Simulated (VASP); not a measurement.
Write the native input for VASP 6.6.1 that does the following.

```yaml
Task: density of states
Functional: PBE
Potentials_or_basis: VASP PAW PBE potentials, release 64 (Cd, Te, O)
Cutoff: 520 eV
k_mesh: 6 × 6 × 12
Occupations: gaussian, width 0.1 eV
Spin: no spin polarisation
Dipole_correction: no
k_mesh_for_the_DOS: 9 × 9 × 18
Occupations_for_the_DOS: tetrahedron
Further_INCAR_settings: ALGO = Normal; EDIFF = 1e-06; NBANDS = 33
```

The system is Cd2TeO3.

```
Cd Te O
1.0
     6.00676    0.00000    0.00000
    -3.00338    5.20201    0.00000
     0.00000    0.00000    3.02273
Cd Te O
2 1 3
Cartesian
  0.0000 3.4680 1.5114
  3.0034 1.7340 1.5114
  0.0000 0.0000 1.5114
  -1.5017 2.6010 0.0000
  3.0034 0.0000 0.0000
  1.5017 2.6010 0.0000
```

One way to write it, as run:

POSCAR

```
Cd2TeO3
1.0
    6.0067587961      0.0000000000      0.0000000000
   -3.0033793981      5.2020057118      0.0000000000
    0.0000000000      0.0000000000      3.0227340905
Cd Te O
2 1 3
Direct
    0.3333333333      0.6666666667      0.5000000000
    0.6666666667      0.3333333333      0.5000000000
    0.0000000000      0.0000000000      0.5000000000
    0.0000000000      0.5000000000      0.0000000000
    0.5000000000      0.0000000000      0.0000000000
    0.5000000000      0.5000000000      0.0000000000
```

INCAR.step1

```
  PREC = Accurate
  ENCUT = 520
  EDIFF = 1E-6
  ISMEAR = 0
  SIGMA = 0.1
  LREAL = F
  LASPH = T
  NELM = 100
  ALGO = Normal
  ISIF = 2
  LWAVE = F
  LCHARG = T
  GGA = PE
  NBANDS = 33
```

KPOINTS.step1

```
Automatic mesh
0
Gamma
  6 6 12
```

INCAR.step2

```
  PREC = Accurate
  ENCUT = 520
  EDIFF = 1E-6
  ISMEAR = -5
  SIGMA = 0.1
  LREAL = F
  LASPH = T
  NELM = 100
  ALGO = Normal
  ISIF = 2
  LWAVE = F
  LCHARG = F
  GGA = PE
  LORBIT = 11
  NBANDS = 33
  NEDOS = 1001
  ICHARG = 11
```

KPOINTS.step2

```
Automatic mesh
0
Gamma
  9 9 18
```

Potentials or basis: VASP PAW PBE potentials, release 64 (Cd, Te, O).

The run is started by

```sh
$ cat potpaw_PBE.64/Cd/POTCAR potpaw_PBE.64/Te/POTCAR potpaw_PBE.64/O/POTCAR > POTCAR
$ cp INCAR.step1 INCAR
$ cp KPOINTS.step1 KPOINTS
$ mpirun -np 1 vasp_std > vasp.out
$ cp INCAR.step2 INCAR
$ cp KPOINTS.step2 KPOINTS
$ mpirun -np 1 vasp_std > vasp.out
```

It gave:

```json
{"Valence electrons inside the program's atomic spheres": "Cd 10.23; Te 3.09; O 4.88"}
```

Caveat: spin-orbit coupling is left out, which moves the levels of the heavy elements.

It took 3.8 min on 1 thread of Intel(R) Xeon(R) 6975P-C (Granite Rapids), with other jobs on the host, peak memory 0.45 GiB.
